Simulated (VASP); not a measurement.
# AsO3 (Pm-3m) in VASP: further runs

Runs on AsO3. Level: PBE. Tasks: single point, relaxation of cell and atoms.

All numbers are computed with VASP 6.6.1; they aren't measurements. Logs are shortened: lines on timing, memory, paths and dates and some standing lists are left out, and cuts for length are marked.

## (1) The cell of the first run

Symmetry: Pm-3m, No. 221, cubic system. The conventional cell has a = 3.393 Å, b = 3.393 Å, c = 3.393 Å, α = 90.00°, β = 90.00°, γ = 90.00°. As (site symmetry m-3m) has 12 O at 2.40 Å within 3.2 Å. O (site symmetry 4/mmm) has 4 As at 2.40 Å and 8 O at 2.40 Å within 3.2 Å.

## (2) Single point, PBE

Input file INCAR:

```
SYSTEM = AsO3
ALGO     = Normal         ! electronic algorithm
EDIFF    = 1E-6           ! SCF threshold, eV
ENCUT    = 520            ! plane-wave cutoff, eV
GGA      = PE             ! functional
ISIF     = 2              ! what is computed and relaxed
ISMEAR   = 0              ! smearing method
LASPH    = .True.         ! aspherical terms in the spheres
LCHARG   = .False.        ! write CHGCAR
LREAL    = .False.        ! projectors in reciprocal space
LWAVE    = .False.        ! write WAVECAR
NBANDS   = 20             ! bands
NELM     = 100            ! most SCF steps
PREC     = Accurate       ! precision mode
SIGMA    = 0.1            ! smearing width, eV
```

Input file KPOINTS:

```
k-points
0
Gamma
  6 6 6
  0 0 0
```

Input file POSCAR:

```
AsO3
1.0
    3.3926855156      0.0000000000      0.0000000000
    0.0000000000      3.3926855156      0.0000000000
    0.0000000000      0.0000000000      3.3926855156
As O
1 3
Direct
    0.0000000000      0.0000000000      0.0000000000
    0.0000000000      0.5000000000      0.5000000000
    0.5000000000      0.0000000000      0.5000000000
    0.5000000000      0.5000000000      0.0000000000
```

Potentials or basis: VASP PAW PBE potentials, release 64 (As, O).

Command:

```bash
$ cat potpaw_PBE.64/As/POTCAR potpaw_PBE.64/O/POTCAR > POTCAR
$ mpirun -np 1 vasp_std > vasp.out
```

OUTCAR:

```text
SYSTEM = AsO3
   EDIFF = 1E-6
   ENCUT = 520
   GGA = PE
   ISIF = 2
   ISMEAR = 0
   LASPH = .True.
   LREAL = .False.
   NELM = 100
   PREC = Accurate

 ion  position               nearest neighbor table
   1  0.000  0.000  0.000-   2 2.40   3 2.40   4 2.40   2 2.40   3 2.40   2 2.40   4 2.40   2 2.40
                             3 2.40   4 2.40   3 2.40   4 2.40
   2  0.000  0.500  0.500-   1 2.40   1 2.40   1 2.40   1 2.40
   3  0.500  0.000  0.500-   1 2.40   1 2.40   1 2.40   1 2.40
   4  0.500  0.500  0.000-   1 2.40   1 2.40   1 2.40   1 2.40

  LATTYP: Found a simple cubic cell.
 ALAT       =     3.3926855156

  Lattice vectors:

 A1 = (   3.3926855156,   0.0000000000,   0.0000000000)
 A2 = (   0.0000000000,   3.3926855156,   0.0000000000)
 A3 = (   0.0000000000,   0.0000000000,   3.3926855156)

Analysis of symmetry for initial positions (statically):
=====================================================================
 Subroutine PRICEL returns:
 Original cell was already a primitive cell.

 Routine SETGRP: Setting up the symmetry group for a
 simple cubic supercell.

 Subroutine GETGRP returns: Found 48 space group operations
 (whereof 48 operations were pure point group operations)
 out of a pool of 48 trial point group operations.

The static configuration has the point symmetry O_h .

Analysis of symmetry for dynamics (positions and initial velocities):
=====================================================================
 Subroutine PRICEL returns:
 Original cell was already a primitive cell.

 Routine SETGRP: Setting up the symmetry group for a
 simple cubic supercell.

 Subroutine GETGRP returns: Found 48 space group operations
 (whereof 48 operations were pure point group operations)
 out of a pool of 48 trial point group operations.

The dynamic configuration has the point symmetry O_h .

 Subroutine INISYM returns: Found 48 space group operations
 (whereof 48 operations are pure point group operations),
 and found     1 'primitive' translations

----------------------------------------------------------------------------------------

                                     Primitive cell

  volume of cell :      39.0509

  direct lattice vectors                    reciprocal lattice vectors
     3.392685516  0.000000000  0.000000000     0.294751752  0.000000000  0.000000000
     0.000000000  3.392685516  0.000000000     0.000000000  0.294751752  0.000000000
     0.000000000  0.000000000  3.392685516     0.000000000  0.000000000  0.294751752

  length of vectors
     3.392685516  3.392685516  3.392685516     0.294751752  0.294751752  0.294751752

  position of ions in fractional coordinates (direct lattice)
     0.000000000  0.000000000  0.000000000
     0.000000000  0.500000000  0.500000000
     0.500000000  0.000000000  0.500000000
     0.500000000  0.500000000  0.000000000

  ion indices of the primitive-cell ions
   primitive index   ion index
                 1           1
                 2           2
                 3           3
                 4           4

----------------------------------------------------------------------------------------

 KPOINTS: k-points

Automatic generation of k-mesh.
 Grid dimensions read from file:
 generate k-points for:    6    6    6

 Generating k-lattice:

  Cartesian coordinates                     Fractional coordinates (reciprocal lattice)
     0.049125292  0.000000000  0.000000000     0.166666667  0.000000000  0.000000000
     0.000000000  0.049125292  0.000000000     0.000000000  0.166666667  0.000000000
     0.000000000  0.000000000  0.049125292     0.000000000  0.000000000  0.166666667

  Length of vectors
     0.049125292  0.049125292  0.049125292

  Shift w.r.t. Gamma in fractional coordinates (k-lattice)
     0.000000000  0.000000000  0.000000000

 Subroutine IBZKPT returns following result:
 ===========================================

 Found     20 irreducible k-points:

 Following reciprocal coordinates:
            Coordinates               Weight
  0.000000  0.000000  0.000000      1.000000
  0.166667  0.000000  0.000000      6.000000
  0.333333  0.000000  0.000000      6.000000
  0.500000  0.000000  0.000000      3.000000
  0.166667  0.166667  0.000000     12.000000
  0.333333  0.166667  0.000000     24.000000
[... 12 lines left out ...]
  0.500000  0.500000  0.333333      6.000000
  0.500000  0.500000  0.500000      1.000000
   k-points           NKPTS =     20   k-points in BZ     NKDIM =     20   number of bands    NBANDS=     20
   number of dos      NEDOS =    301   number of ions     NIONS =      4
   total plane-waves  NPLWV =  21952
   dimension x,y,z NGX =    28 NGY =   28 NGZ =   28
   dimension x,y,z NGXF=    56 NGYF=   56 NGZF=   56
   ions per type =               1   3
   NGX,Y,Z   is equivalent  to a cutoff of  13.72, 13.72, 13.72 a.u.
   NGXF,Y,Z  is equivalent  to a cutoff of  27.44, 27.44, 27.44 a.u.
 SYSTEM =  AsO3
   PREC   = accura    normal or accurate (medium, high low for compatibility)
   ISTART =      0    job   : 0-new  1-cont  2-samecut
   ICHARG =      2    charge: 1-file 2-atom 10-const
   ISPIN  =      1    spin polarized calculation?
   LNONCOLLINEAR =      F non collinear calculations
   LSORBIT =      F    spin-orbit coupling
   LASPH  =      T    aspherical Exc in radial PAW
   ENCUT  =  520.0 eV  38.22 Ry    6.18 a.u.   6.31  6.31  6.31*2*pi/ulx,y,z
   NELM   =    100;   NELMIN=  2; NELMDL= -5     # of ELM steps
   EDIFF  = 0.1E-05   stopping-criterion for ELM
   LREAL  =      F    real-space projection
   EDIFFG = 0.1E-04   stopping-criterion for IOM
   NSW    =      0    number of steps for IOM
   IBRION =     -1    ionic relax: 0-MD 1-quasi-New 2-CG
   NFREE  =      0    steps in history (QN), initial steepest desc. (CG)
   ISIF   =      2    stress and relaxation
   ISYM   =      2    0-nonsym 1-usesym 2-fastsym
   POTIM  = 0.5000    time-step for ionic-motion
   TEBEG  =    0.0;   TEEND  =   0.0 temperature during run
   PSTRESS=    0.0 pullay stress
   NELECT =      23.0000    total number of electrons
   NUPDOWN=      -1.0000    fix difference up-down
   EMIN   =  10.00;   EMAX   =-10.00  energy-range for DOS
   EFERMI =   0.00;   METHOD = LEGACY
   ISMEAR =     0;   SIGMA  =   0.10  broadening in eV -4-tet -1-fermi 0-gaus
   EFERMI_NEDOS =   21; number of points for ismear=-14 and -15
   IALGO  =     38    algorithm
   IMIX   =      4    mixing-type and parameters
     AMIX     =   0.40;   BMIX     =  1.00
     AMIX_MAG =   1.60;   BMIX_MAG =  1.00
  volume/ion in A,a.u.               =       9.76        65.88
  Fermi-wavevector in a.u.,A,eV,Ry     =   1.372273  2.593220 25.621581  1.883133
  Thomas-Fermi vector in A             =   2.497895
   LORBIT       =      0    0 simple, 1 ext, 2 COOP (PROOUT), +10 PAW based schemes
   GGA     = PE    functional components
   LHFCALC =     F    Hartree Fock is set to
   AEXX    =    0.0000 exact exchange contribution
   IVDW    =     0    specifies the selected vdW correction
   LEPSILON=     F    determine dielectric tensor
   LRPA    =     F    only Hartree local field effects (RPA)
 non-spin polarized calculation
 Gauss-broadening in eV      SIGMA  =   0.10
  energy-cutoff  :      520.00
  volume of cell :       39.05
 maximum number of plane-waves:      1068
 NGX is ok and might be reduce to    28
   NGX = 13   NGY = 13   NGZ = 13

 number of electron      22.9999984 magnetization

 Free energy of the ion-electron system (eV)
  ---------------------------------------------------
  ext. energy  EPLUGINS =         0.00000000
  ---------------------------------------------------
  free energy    TOTEN  =       -16.04447104 eV

  energy without entropy =      -16.00403162  energy(sigma->0) =      -16.02425133

 E-fermi :   4.4920     XC(G=0): -11.8447

 val. band max:        4.4852267703   @ k =   0.3333   0.0000   0.0000
 cond. band min:       4.5014386498   @ k =   0.5000   0.1667   0.0000
 fundamental gap:      0.0162118796
 Fermi energy:         4.4920044453

 k-point     1 :       0.0000    0.0000    0.0000
  band No.  band energies     occupation
      1     -15.5329      2.00000
      2     -11.2877      2.00000
      3     -11.2877      2.00000
      4      -3.2546      2.00000
      5      -0.9894      2.00000
      6      -0.9894      2.00000
[... 12 lines left out ...]
     19      19.6274      0.00000
     20      19.6598      0.00000

 k-point     2 :       0.1667    0.0000    0.0000
  band No.  band energies     occupation
      1     -15.3066      2.00000
      2     -11.6062      2.00000
      3     -11.2612      2.00000
      4      -4.0255      2.00000
      5      -0.7370      2.00000
      6      -0.7370      2.00000
[... 12 lines left out ...]
     19      19.9328      0.00000
     20      20.1485      0.00000

 k-point     3 :       0.3333    0.0000    0.0000
  band No.  band energies     occupation
      1     -14.6673      2.00000
      2     -12.4507      2.00000
      3     -11.2066      2.00000
      4      -4.7700      2.00000
      5      -0.0160      2.00000
      6      -0.0160      2.00000
[... 12 lines left out ...]
     19      20.6504      0.00000
     20      21.3168      0.00000

 k-point     4 :       0.5000    0.0000    0.0000
  band No.  band energies     occupation
      1     -13.9731      2.00000
      2     -13.2550      2.00000
      3     -11.1790      2.00000
      4      -4.9991      2.00000
      5       0.9224      2.00000
      6       0.9224      2.00000
[... 337 lines left out ...]
 k-point    19 :       0.5000    0.5000    0.3333
  band No.  band energies     occupation
      1     -12.4378      2.00000
      2     -12.4378      2.00000
      3     -12.4008      2.00000
      4      -5.2083      2.00000
      5      -2.0160      2.00000
      6      -2.0160      2.00000
[... 12 lines left out ...]
     19      20.0732      0.00000
     20      22.9150      0.00000

 k-point    20 :       0.5000    0.5000    0.5000
  band No.  band energies     occupation
      1     -12.3513      2.00000
      2     -12.3513      2.00000
      3     -12.3513      2.00000
      4      -4.2756      2.00000
      5      -2.5035      2.00000
      6      -2.5035      2.00000
[... 12 lines left out ...]
     19      19.2484      0.00000
     20      25.2521      0.00000

------------------------ aborting loop because EDIFF is reached ----------------------------------------

  FORCE on cell =-STRESS in cart. coord.  units (eV):
  Direction    XX          YY          ZZ          XY          YZ          ZX
  --------------------------------------------------------------------------------------
  -------------------------------------------------------------------------------------
  Total       -0.0861848     -0.0861848     -0.0861848     -0.0000000      0.0000000     -0.0000000
  in kB       -3.5359852     -3.5359852     -3.5359852     -0.0000000      0.0000000     -0.0000000
  external PRESSURE =      -3.5359852 kB  Pullay stress =       0.0000000 kB

 VOLUME and BASIS-vectors are now :
 -----------------------------------------------------------------------------
  energy-cutoff  :      520.00
  volume of cell :       39.05
      direct lattice vectors                 reciprocal lattice vectors
     3.392685516  0.000000000  0.000000000     0.294751752  0.000000000  0.000000000
     0.000000000  3.392685516  0.000000000     0.000000000  0.294751752  0.000000000
     0.000000000  0.000000000  3.392685516     0.000000000  0.000000000  0.294751752

 POSITION                                       TOTAL-FORCE (eV/Angst)
 -----------------------------------------------------------------------------------
      0.00000      0.00000      0.00000         0.000000      0.000000      0.000000
      0.00000      1.69634      1.69634         0.000000      0.000000      0.000000
      1.69634      0.00000      1.69634         0.000000      0.000000      0.000000
      1.69634      1.69634      0.00000         0.000000      0.000000      0.000000
 -----------------------------------------------------------------------------------
    total drift:                                0.000000      0.000000      0.000000

  FREE ENERGIE OF THE ION-ELECTRON SYSTEM (eV)
  ---------------------------------------------------
  free  energy   TOTEN  =       -16.0444710351 eV

  energy  without entropy=      -16.0040316167  energy(sigma->0) =      -16.02425133
```

Wall time 10 s (1 thread of Intel Xeon Platinum 8375C at 2.90GHz (Ice Lake), shared host); peak memory 0.16 GiB.

What came out:

```
Free energy : -16.0445 eV
Pressure    : -0.4 GPa
```

Levels at points of the mesh, in eV from the Fermi level:
```tsv
k point	band 7	band 8	band 9	band 10	band 11	band 12	band 13	band 14	band 15	band 16
(0.00, 0.00, 0.00)	-5.48	-1.25	-1.25	-1.25	0.13	0.13	0.13	6.33	6.33	6.33
(0.50, 0.00, 0.00)	-3.27	-3.27	-2.25	-1.61	0.05	0.05	0.27	1.64	4.73	4.73
(0.50, 0.50, 0.00)	-3.60	-2.28	-2.28	-1.63	-1.33	0.33	0.67	2.39	4.95	4.95
(0.50, 0.50, 0.50)	-7.00	-5.74	0.39	0.39	0.39	0.72	0.72	6.45	6.45	6.45
```

Caveat: an odd number of electrons without spin polarisation forces a metal; a magnetic or distorted state may lie lower.

## (3) Relaxation of cell and atoms, PBE

This run uses another cell than the first one, of 10.61 Å³/atom, 1.087 times its volume.

Input file INCAR:

```
  PREC = Accurate
  ENCUT = 600
  EDIFF = 1E-7
  ISMEAR = 0
  SIGMA = 0.1
  LREAL = False
  LASPH = True
  NELM = 100
  ALGO = Normal
  ISIF = 3
  LWAVE = False
  LCHARG = False
  GGA = PE
  IBRION = 2
  NSW = 90
  EDIFFG = -0.04
```

Input file KPOINTS:

```
Automatic mesh
0
Gamma
  6 6 6
```

Input file POSCAR:

```
AsO3
1.0
    3.4885468532      0.0000000000      0.0000000000
    0.0000000000      3.4885468532      0.0000000000
    0.0000000000      0.0000000000      3.4885468532
As O
1 3
Direct
    0.0000000000      0.0000000000      0.0000000000
    0.0000000000      0.5000000000      0.5000000000
    0.5000000000      0.0000000000      0.5000000000
    0.5000000000      0.5000000000      0.0000000000
```

Potentials or basis: VASP PAW PBE potentials, release 64 (As, O).

Command:

```bash
$ cat potpaw_PBE.64/As/POTCAR potpaw_PBE.64/O/POTCAR > POTCAR
$ mpirun -np 1 vasp_std > vasp.out
```

It took 35 s on 1 thread of Intel Xeon Platinum 8375C at 2.90GHz (Ice Lake), shared host; peak memory 0.16 GiB.

Results (log left out):

* Free energy: -16.0561 eV
* Relaxed volume: 9.71 Å³/atom
* Relaxed cell: a = 3.387 Å, b = 3.387 Å, c = 3.387 Å, α = 90.00°, β = 90.00°, γ = 90.00°
* Space group after relaxing (to 0.05 Å): Pm-3m (No. 221)
* Energy gained by relaxing: 32.8 meV/atom
* Ionic steps: 3
* Pressure after relaxing: 0.2 GPa

The path:
| step | energy change (eV) | largest force (eV/Å) | pressure (GPa) | volume (Å³) |
| --- | --- | --- | --- | --- |
| 1 | 0.0000 | 0.0000 | -10.95 | 42.46 |
| 2 | -0.1252 | 0.0000 | 2.62 | 38.15 |
| 3 | -0.1311 | 0.0000 | 0.16 | 38.84 |

Final structure:
```xyz
4
Lattice="3.3865 0.0000 0.0000 0.0000 3.3865 0.0000 0.0000 0.0000 3.3865" Properties=species:S:1:pos:R:3 pbc="T T T"
As    0.0000    0.0000    0.0000
O     0.0000    1.6933    1.6933
O     1.6933    0.0000    1.6933
O     1.6933    1.6933    0.0000
```

Levels at points of the mesh, in eV from the Fermi level:
```
           k point  band 9  band 10  band 11  band 12  band 13  band 14
(0.00, 0.00, 0.00)   -1.27    -1.27     0.13     0.13     0.13     6.37
(0.50, 0.00, 0.00)   -2.27    -1.62     0.05     0.05     0.29     1.65
(0.50, 0.50, 0.00)   -2.30    -1.65    -1.32     0.33     0.68     2.40
(0.50, 0.50, 0.50)    0.39     0.39     0.39     0.72     0.72     6.49
```

Caveat: an odd number of electrons without spin polarisation forces a metal; a magnetic or distorted state may lie lower.
